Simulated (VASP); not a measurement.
# Cu (Fm-3m) in VASP: a series of runs

The runs below take Cu through electric field gradients, with PBEsol.

Program: VASP 6.6.1. These are calculated values, not measurements. Logs are shortened: lines on timing, memory, paths and dates and some standing lists are left out, and cuts for length are marked.

**1. The cell of the first run**

It takes space group Fm-3m (No. 225, cubic). Conventional cell: a = 3.566 Å, b = 3.566 Å, c = 3.566 Å, α = 90.00°, β = 90.00°, γ = 90.00°. Cu (site symmetry m-3m) has 12 Cu at 2.52 Å within 3.3 Å.

**2. Electric field gradients, PBEsol (volume scaled by 0.96)**

Input file INCAR:

```
PREC = Accurate ; ENCUT = 520
EDIFF = 1E-8 ; ISMEAR = -1
SIGMA = 0.08 ; LREAL = F
LASPH = T ; NELM = 80
ALGO = Normal ; ISIF = 2
LWAVE = F ; LCHARG = F
GGA = PS ; LEFG = T
NBANDS = 12
```

Input file KPOINTS:

```
regular mesh
0
Gamma
  19 19 19
```

Input file POSCAR:

```
Cu
1.0
    0.0000000000      1.7830713297      1.7830713297
    1.7830713297      0.0000000000      1.7830713297
    1.7830713297      1.7830713297      0.0000000000
Cu
1
Direct
    0.0000000000      0.0000000000      0.0000000000
```

Potentials or basis: VASP PAW PBE potentials, release 64 (Cu).

Command:

```bash
$ cat potpaw_PBE.64/Cu/POTCAR > POTCAR
$ mpirun -np 1 vasp_std > vasp.out
```

OUTCAR:

```text
PREC = Accurate
   ENCUT = 520
   EDIFF = 1E-8
   ISMEAR = -1
   LREAL = F
   LASPH = T
   NELM = 80
   ISIF = 2
   GGA = PS

 ion  position               nearest neighbor table
   1  0.000  0.000  0.000-

  LATTYP: Found a face centered cubic cell.
 ALAT       =     3.5661426594

  Lattice vectors:

 A1 = (   0.0000000000,   1.7830713297,   1.7830713297)
 A2 = (   1.7830713297,   0.0000000000,   1.7830713297)
 A3 = (   1.7830713297,   1.7830713297,   0.0000000000)

Analysis of symmetry for initial positions (statically):
=====================================================================
 Subroutine PRICEL returns:
 Original cell was already a primitive cell.

 Routine SETGRP: Setting up the symmetry group for a
 face centered cubic supercell.

 Subroutine GETGRP returns: Found 48 space group operations
 (whereof 48 operations were pure point group operations)
 out of a pool of 48 trial point group operations.

The static configuration has the point symmetry O_h .

Analysis of symmetry for dynamics (positions and initial velocities):
=====================================================================
 Subroutine PRICEL returns:
 Original cell was already a primitive cell.

 Routine SETGRP: Setting up the symmetry group for a
 face centered cubic supercell.

 Subroutine GETGRP returns: Found 48 space group operations
 (whereof 48 operations were pure point group operations)
 out of a pool of 48 trial point group operations.

The dynamic configuration has the point symmetry O_h .

 Subroutine INISYM returns: Found 48 space group operations
 (whereof 48 operations are pure point group operations),
 and found     1 'primitive' translations

----------------------------------------------------------------------------------------

                                     Primitive cell

  volume of cell :      11.3380

  direct lattice vectors                    reciprocal lattice vectors
     0.000000000  1.783071330  1.783071330    -0.280415030  0.280415030  0.280415030
     1.783071330  0.000000000  1.783071330     0.280415030 -0.280415030  0.280415030
     1.783071330  1.783071330  0.000000000     0.280415030  0.280415030 -0.280415030

  length of vectors
     2.521643657  2.521643657  2.521643657     0.485693079  0.485693079  0.485693079

  position of ions in fractional coordinates (direct lattice)
     0.000000000  0.000000000  0.000000000

  ion indices of the primitive-cell ions
   primitive index   ion index
                 1           1

----------------------------------------------------------------------------------------

 KPOINTS: regular mesh

Automatic generation of k-mesh.
 Grid dimensions read from file:
 generate k-points for:   19   19   19

 Generating k-lattice:

  Cartesian coordinates                     Fractional coordinates (reciprocal lattice)
    -0.014758686  0.014758686  0.014758686     0.052631579  0.000000000  0.000000000
     0.014758686 -0.014758686  0.014758686     0.000000000  0.052631579  0.000000000
     0.014758686  0.014758686 -0.014758686     0.000000000  0.000000000  0.052631579

  Length of vectors
     0.025562794  0.025562794  0.025562794

  Shift w.r.t. Gamma in fractional coordinates (k-lattice)
     0.000000000  0.000000000  0.000000000

 Subroutine IBZKPT returns following result:
 ===========================================

 Found    220 irreducible k-points:

 Following reciprocal coordinates:
            Coordinates               Weight
  0.000000  0.000000  0.000000      1.000000
  0.052632  0.000000  0.000000      8.000000
  0.105263  0.000000  0.000000      8.000000
  0.157895  0.000000  0.000000      8.000000
  0.210526  0.000000  0.000000      8.000000
  0.263158  0.000000  0.000000      8.000000
[... 16 lines left out ...]
 -0.315789  0.052632  0.000000     24.000000
 -0.263158  0.052632  0.000000     24.000000
 [... further k-points ...]
   k-points           NKPTS =    220   k-points in BZ     NKDIM =    220   number of bands    NBANDS=     12
   number of dos      NEDOS =    301   number of ions     NIONS =      1
   total plane-waves  NPLWV =   8000
   dimension x,y,z NGX =    20 NGY =   20 NGZ =   20
   dimension x,y,z NGXF=    40 NGYF=   40 NGZF=   40
   ions per type =               1
   NGX,Y,Z   is equivalent  to a cutoff of  13.19, 13.19, 13.19 a.u.
   NGXF,Y,Z  is equivalent  to a cutoff of  26.37, 26.37, 26.37 a.u.
 SYSTEM =  unknown system
   PREC   = accura    normal or accurate (medium, high low for compatibility)
   ISTART =      0    job   : 0-new  1-cont  2-samecut
   ICHARG =      2    charge: 1-file 2-atom 10-const
   ISPIN  =      1    spin polarized calculation?
   LNONCOLLINEAR =      F non collinear calculations
   LSORBIT =      F    spin-orbit coupling
   LASPH  =      T    aspherical Exc in radial PAW
   ENCUT  =  520.0 eV  38.22 Ry    6.18 a.u.   4.69  4.69  4.69*2*pi/ulx,y,z
   NELM   =     80;   NELMIN=  2; NELMDL= -5     # of ELM steps
   EDIFF  = 0.1E-07   stopping-criterion for ELM
   LREAL  =      F    real-space projection
   EDIFFG = 0.1E-06   stopping-criterion for IOM
   NSW    =      0    number of steps for IOM
   IBRION =     -1    ionic relax: 0-MD 1-quasi-New 2-CG
   NFREE  =      0    steps in history (QN), initial steepest desc. (CG)
   ISIF   =      2    stress and relaxation
   ISYM   =      2    0-nonsym 1-usesym 2-fastsym
   POTIM  = 0.5000    time-step for ionic-motion
   TEBEG  =    0.0;   TEEND  =   0.0 temperature during run
   PSTRESS=    0.0 pullay stress
   NELECT =      11.0000    total number of electrons
   NUPDOWN=      -1.0000    fix difference up-down
   EMIN   =  10.00;   EMAX   =-10.00  energy-range for DOS
   EFERMI =   0.00;   METHOD = LEGACY
   ISMEAR =    -1;   SIGMA  =   0.08  broadening in eV -4-tet -1-fermi 0-gaus
   EFERMI_NEDOS =   21; number of points for ismear=-14 and -15
   IALGO  =     38    algorithm
   IMIX   =      4    mixing-type and parameters
     AMIX     =   0.40;   BMIX     =  1.00
     AMIX_MAG =   1.60;   BMIX_MAG =  1.00
  volume/ion in A,a.u.               =      11.34        76.51
  Fermi-wavevector in a.u.,A,eV,Ry     =   1.620667  3.062616 35.736521  2.626560
  Thomas-Fermi vector in A             =   2.714568
   LORBIT       =      0    0 simple, 1 ext, 2 COOP (PROOUT), +10 PAW based schemes
   GGA     = PS    functional components
   LHFCALC =     F    Hartree Fock is set to
   AEXX    =    0.0000 exact exchange contribution
   IVDW    =     0    specifies the selected vdW correction
   LEPSILON=     F    determine dielectric tensor
   LRPA    =     F    only Hartree local field effects (RPA)
 non-spin polarized calculation
  energy-cutoff  :      520.00
  volume of cell :       11.34
 maximum number of plane-waves:       316
   NGX =  9   NGY =  9   NGZ =  9

 number of electron      11.0000013 magnetization

 Free energy of the ion-electron system (eV)
  ---------------------------------------------------
  ext. energy  EPLUGINS =         0.00000000
  ---------------------------------------------------
  free energy    TOTEN  =        -4.31068672 eV

  energy without entropy =       -4.30370865  energy(sigma->0) =       -4.30719768

 E-fermi :   7.9551     XC(G=0): -13.1485

 val. band max:        7.9530430824   @ k =  -0.3684   0.1579   0.0526
 cond. band min:       7.9833907135   @ k =   0.4737   0.3684   0.0526
 fundamental gap:      0.0303476311
 Fermi energy:         7.9550809959

 k-point     1 :       0.0000    0.0000    0.0000
  band No.  band energies     occupation
      1      -1.7901      2.00000
      2       4.7547      2.00000
      3       4.7547      2.00000
      4       4.7547      2.00000
      5       5.6406      2.00000
      6       5.6406      2.00000
      7      30.8247      0.00000
      8      33.7574      0.00000
      9      33.7574      0.00000
     10      33.7574      0.00000
     11      36.2722      0.00000
     12      36.2722      0.00000

 k-point     2 :       0.0526    0.0000    0.0000
  band No.  band energies     occupation
      1      -1.6860      2.00000
      2       4.7314      2.00000
      3       4.7752      2.00000
      4       4.7752      2.00000
      5       5.6322      2.00000
      6       5.6322      2.00000
      7      30.3031      0.00000
      8      32.3884      0.00000
      9      33.4187      0.00000
     10      33.4187      0.00000
     11      36.7538      0.00000
     12      36.7538      0.00000

 k-point     3 :       0.1053    0.0000    0.0000
  band No.  band energies     occupation
      1      -1.3771      2.00000
      2       4.6674      2.00000
      3       4.8296      2.00000
      4       4.8296      2.00000
      5       5.6141      2.00000
      6       5.6141      2.00000
      7      28.1515      0.00000
      8      31.6524      0.00000
      9      32.7819      0.00000
     10      32.7819      0.00000
     11      37.7714      0.00000
     12      37.7714      0.00000

 k-point     4 :       0.1579    0.0000    0.0000
  band No.  band energies     occupation
      1      -0.8742      2.00000
      2       4.5803      2.00000
      3       4.8936      2.00000
      4       4.8936      2.00000
      5       5.6089      2.00000
      6       5.6089      2.00000
      7      25.4095      0.00000
      8      31.3789      0.00000
      9      32.1611      0.00000
     10      32.1611      0.00000
     11      38.1109      0.00000
     12      38.6098      0.00000

 k-point     5 :       0.2105    0.0000    0.0000
  band No.  band energies     occupation
      1      -0.2004      2.00000
      2       4.5015      2.00000
      3       4.9293      2.00000
      4       4.9293      2.00000
      5       5.6512      2.00000
      6       5.6512      2.00000
      7      22.6649      0.00000
      8      31.0558      0.00000
      9      31.6359      0.00000
     10      31.6359      0.00000
     11      37.9805      0.00000
     12      37.9805      0.00000
[... 228 lines left out ...]
      1       2.5585      2.00000
      2       4.7090      2.00000
      3       4.7690      2.00000
      4       5.6501      2.00000
      5       6.1572      2.00000
      6       6.8112      2.00000
      7      12.8594      0.00000
      8      28.1330      0.00000
      9      30.0089      0.00000
     10      30.6108      0.00000
     11      33.9591      0.00000
     12      35.1674      0.00000

 k-point    22 :      -0.3684    0.0526    0.0000
  band No.  band energies     occupation
      1       2.2901      2.00000
      2       4.7590      2.00000
      3       4.8099      2.00000
      4       5.1282      2.00000
      5       6.0269      2.00000
      6       6.3857      2.00000
      7      14.6519      0.00000
      8      28.0189      0.00000
      9      30.3622      0.00000
     10      31.4074      0.00000
     11      33.8859      0.00000
     12      35.6079      0.00000

 k-point    23 :      -0.3158    0.0526    0.0000
  band No.  band energies     occupation
      1       1.7336      2.00000
      2       4.6545      2.00000
      3       4.8245      2.00000
      4       4.8691      2.00000
      5       5.8629      2.00000
      6       6.1443      2.00000
      7      16.8345      0.00000
      8      28.0551      0.00000
      9      30.8824      0.00000
     10      32.2179      0.00000
     11      34.1674      0.00000
     12      36.0623      0.00000

 k-point    24 :      -0.2632    0.0526    0.0000
  band No.  band energies     occupation
      1       0.9536      2.00000
      2       4.4602      2.00000
      3       4.8887      2.00000
      4       4.9303      2.00000
      5       5.6959      2.00000
      6       5.9570      2.00000
      7      19.2534      0.00000
      8      28.2419      0.00000
      9      31.4988      0.00000
     10      32.8362      0.00000
     11      34.9807      0.00000
     12      36.3937      0.00000

 [... further k-points ...]
[... 5 lines left out ...]
  --------------------------------------------------------------------------------------
  -------------------------------------------------------------------------------------
  Total        0.0194356      0.0194356      0.0194356     -0.0000000      0.0000000     -0.0000000
  in kB        2.7464573      2.7464573      2.7464573     -0.0000000      0.0000000     -0.0000000
  external PRESSURE =       2.7464573 kB  Pullay stress =       0.0000000 kB

 VOLUME and BASIS-vectors are now :
 -----------------------------------------------------------------------------
  energy-cutoff  :      520.00
  volume of cell :       11.34
      direct lattice vectors                 reciprocal lattice vectors
     0.000000000  1.783071330  1.783071330    -0.280415030  0.280415030  0.280415030
     1.783071330  0.000000000  1.783071330     0.280415030 -0.280415030  0.280415030
     1.783071330  1.783071330  0.000000000     0.280415030  0.280415030 -0.280415030

 POSITION                                       TOTAL-FORCE (eV/Angst)
 -----------------------------------------------------------------------------------
      0.00000      0.00000      0.00000        -0.000000      0.000000     -0.000000
 -----------------------------------------------------------------------------------
    total drift:                               -0.000000     -0.000000     -0.000000

  FREE ENERGIE OF THE ION-ELECTRON SYSTEM (eV)
  ---------------------------------------------------
  free  energy   TOTEN  =        -4.3106867161 eV

  energy  without entropy=       -4.3037086480  energy(sigma->0) =       -4.30719768

 Electric field gradients (V/A^2)
---------------------------------------------------------------------
 ion       V_xx      V_yy      V_zz      V_xy      V_xz      V_yz
---------------------------------------------------------------------
   1      -0.000    -0.000    -0.000     0.002     0.002     0.002
---------------------------------------------------------------------

 Electric field gradients after diagonalization (V/A^2)
 (convention: |V_zz| > |V_xx| > |V_yy|)
----------------------------------------------------------------------
 ion       V_xx      V_yy      V_zz     asymmetry (V_yy - V_xx)/ V_zz
----------------------------------------------------------------------
   1      -0.002    -0.002     0.004       0.000
----------------------------------------------------------------------

           NMR quadrupolar parameters

 Cq : quadrupolar parameter    Cq=e*Q*V_zz/h
 eta: asymmetry parameters     (V_yy - V_xx)/ V_zz
 Q  : nuclear electric quadrupole moment in mb (millibarn)
----------------------------------------------------------------------
 ion       Cq(MHz)       eta       Q (mb)
----------------------------------------------------------------------
   1       0.000       0.000       1.000
----------------------------------------------------------------------
```

It took 24 s on 1 thread of AMD EPYC 7R13 (Zen 3), shared host; peak memory 0.11 GiB.

What came out:

| Quantity | Value |
| --- | --- |
| Free energy | -4.3107 eV |
| Pressure | 0.3 GPa |

Levels at points of the mesh, in eV from the Fermi level:
```tsv
k point	band 4	band 5	band 6	band 7	band 8	band 9
(0.00, 0.00, 0.00)	-3.20	-2.31	-2.31	22.87	25.80	25.80
```

Caveat: without QUAD_EFG the Cq values of the log hold for a quadrupole moment of 1 mb, not for the nuclei; the PAW data sets were made with another functional, which shifts forces and pressure a little.

**3. Electric field gradients, PBEsol (volume scaled by 0.96)**

Input file INCAR:

```
SYSTEM = Cu
PREC = Accurate
ENCUT = 520
EDIFF = 1E-8
ISMEAR = -1
SIGMA = 0.08
LREAL = .False.
LASPH = .True.
NELM = 100
ALGO = Normal
ISIF = 2
LWAVE = .False.
LCHARG = .False.
GGA = PS
LEFG = .True.
NBANDS = 12
```

Input file KPOINTS:

```
Automatic mesh
0
Gamma
  19 19 19
  0 0 0
```

POSCAR is that of step 2.

Potentials or basis: VASP PAW PBE potentials, release 64 (Cu).

Command:

```bash
$ cat potpaw_PBE.64/Cu/POTCAR > POTCAR
$ mpirun -np 1 vasp_std > vasp.out
```

OUTCAR:

```text
SYSTEM = Cu
   PREC = Accurate
   ENCUT = 520
   EDIFF = 1E-8
   ISMEAR = -1
   LREAL = .False.
   LASPH = .True.
   NELM = 100
   ISIF = 2
   GGA = PS

 ion  position               nearest neighbor table
   1  0.000  0.000  0.000-

  LATTYP: Found a face centered cubic cell.
 ALAT       =     3.5661426594

  Lattice vectors:

 A1 = (   0.0000000000,   1.7830713297,   1.7830713297)
 A2 = (   1.7830713297,   0.0000000000,   1.7830713297)
 A3 = (   1.7830713297,   1.7830713297,   0.0000000000)

[... 563 lines left out ...]
    total drift:                               -0.000000     -0.000000     -0.000000

  FREE ENERGIE OF THE ION-ELECTRON SYSTEM (eV)
  ---------------------------------------------------
  free  energy   TOTEN  =        -4.3106867161 eV

  energy  without entropy=       -4.3037086480  energy(sigma->0) =       -4.30719768

 Electric field gradients (V/A^2)
---------------------------------------------------------------------
 ion       V_xx      V_yy      V_zz      V_xy      V_xz      V_yz
---------------------------------------------------------------------
   1      -0.000    -0.000    -0.000     0.002     0.002     0.002
---------------------------------------------------------------------

 Electric field gradients after diagonalization (V/A^2)
 (convention: |V_zz| > |V_xx| > |V_yy|)
----------------------------------------------------------------------
 ion       V_xx      V_yy      V_zz     asymmetry (V_yy - V_xx)/ V_zz
----------------------------------------------------------------------
   1      -0.002    -0.002     0.004       0.000
----------------------------------------------------------------------

           NMR quadrupolar parameters

 Cq : quadrupolar parameter    Cq=e*Q*V_zz/h
 eta: asymmetry parameters     (V_yy - V_xx)/ V_zz
 Q  : nuclear electric quadrupole moment in mb (millibarn)
----------------------------------------------------------------------
 ion       Cq(MHz)       eta       Q (mb)
----------------------------------------------------------------------
   1       0.000       0.000       1.000
----------------------------------------------------------------------
```

stdout:

```text
POSCAR found type information on POSCAR Cu
 POSCAR found :  1 types and       1 ions
 scaLAPACK will be used
 -----------------------------------------------------------------------------
|                                                                             |
|                                                                             |
|     You enforced a specific xc type in the INCAR file but a different       |
|     I HOPE YOU KNOW WHAT YOU ARE DOING!                                     |
|                                                                             |
 -----------------------------------------------------------------------------

 LDA part: xc-table for (Slater+PW92), standard interpolation
 POSCAR, INCAR and KPOINTS ok, starting setup
 FFT: planning ... GRIDC
 FFT: planning ... GRID_SOFT
 FFT: planning ... GRID
 WAVECAR not read
 entering main loop
ion   1
```

Run time: 24 s. Hardware: 1 thread of AMD EPYC 7R13 (Zen 3), shared host; peak memory 0.11 GiB.

Results:

```yaml
Free_energy: -4.3107 eV
Pressure: 0.3 GPa
```

Caveat: without QUAD_EFG the Cq values of the log hold for a quadrupole moment of 1 mb, not for the nuclei; the PAW data sets were made with another functional, which shifts forces and pressure a little.

[end of part 1 of 2]
